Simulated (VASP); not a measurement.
Here is a VASP 6.6.1 calculation.

Contents of INCAR:

```
SYSTEM = Hf
PREC = Accurate ; ENCUT = 520
EDIFF = 1E-7 ; ISMEAR = -1
SIGMA = 0.1 ; LREAL = .False.
LASPH = .True. ; NELM = 80
ALGO = Normal ; ISIF = 2
LWAVE = .False. ; LCHARG = .False.
GGA = PE ; NBANDS = 11
```

The input KPOINTS:

```
Automatic mesh
0
Gamma
  16 16 15
  0 0 0
```

POSCAR

```
Hf
1.0
    2.4101413626      0.0000000000      0.0000000000
   -1.2050706813      2.0872436467      0.0000000000
    0.0000000000      0.0000000000      2.3221659353
Hf
1
Direct
    0.0000000000      0.0000000000      0.0000000000
```

Potentials or basis: VASP PAW PBE potentials, release 64 (Hf_pv).

The run is started by

```console
$ cat potpaw_PBE.64/Hf_pv/POTCAR > POTCAR
$ mpirun -np 1 vasp_std > vasp.out
```

**Question.** Estimate the pressure.

**Answer.** 223.1 GPa.

**Question.** What does it give for the band gap on the k mesh?

**Answer.** Zero (band 5 reaches 12.83 eV, above the bottom of band 6 at 8.85 eV).

Caveat: spin-orbit coupling is left out, which moves the levels of the heavy elements.
